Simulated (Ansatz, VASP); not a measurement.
This is a calculation of HfB for Ansatz 0.2.0.

File input.yaml:

```yaml
crystal:
  lattice:
    - [0.0, 2.3403982228, 2.3403982228]
    - [2.3403982228, 0.0, 2.3403982228]
    - [2.3403982228, 2.3403982228, 0.0]
  atoms:
    - { symbol: Hf, position: [0.5, 0.5, 0.5] }
    - { symbol: B, position: [0.0, 0.0, 0.0] }
kpoints:
  mp_grid: { grid: [10, 10, 10] }
scf:
  occupations: { method: fermi_dirac, width: 0.05 }
hamiltonian:
  xc: lda
  pseudopotentials: { kind: all_electron, lapw: { basis_error: 0.001 } }
output:
  forces: true
  stress: true
  eigenvalues: true
```

Potentials or basis: all-electron LAPW, scalar-relativistic.

The run is started by

```bash
$ ansatz run input.yaml --threads 1 --pin off --max-ram 3072MiB --backend cpu --events-out ev --progress --plain --runs-dir out
```

Task: Translate it to VASP 6.6.1. Potentials there: VASP PAW LDA potentials, release 64 (Hf_pv, B).

Result: As run (the cutoff follows the program's own potentials):

The input INCAR:

```
PREC = Accurate
ENCUT = 520
EDIFF = 1E-6
ISMEAR = -1
SIGMA = 0.05
LREAL = False
LASPH = True
NELM = 80
ALGO = Normal
ISIF = 2
LWAVE = False
LCHARG = False
NBANDS = 14
```

KPOINTS

```
Automatic mesh
0
Gamma
  10 10 10
```

POSCAR

```
HfB
1.0
    0.0000000000      2.3403982228      2.3403982228
    2.3403982228      0.0000000000      2.3403982228
    2.3403982228      2.3403982228      0.0000000000
Hf B
1 1
Direct
    0.5000000000      0.5000000000      0.5000000000
    0.0000000000      0.0000000000      0.0000000000
```

Potentials or basis: VASP PAW LDA potentials, release 64 (Hf_pv, B).

Command:

```bash
$ cat potpaw_LDA.64/Hf_pv/POTCAR potpaw_LDA.64/B/POTCAR > POTCAR
$ mpirun -np 1 vasp_std > vasp.out
```

Both were run:

|  | VASP | Ansatz | Ansatz less VASP |
| --- | --- | --- | --- |
| gap on the k mesh at the Fermi level (eV) | none | none | - |
| pressure (GPa) | 10.0 | 8.7 | -1.33 |

LDA's correlation is that of Perdew and Zunger in VASP and of Perdew and Wang (1992) in Ansatz. A gap of «none» marks a metal or a gap that the smearing closes. Ansatz ran all-electron here, and VASP with PAW potentials.

Spin-orbit coupling is off throughout.
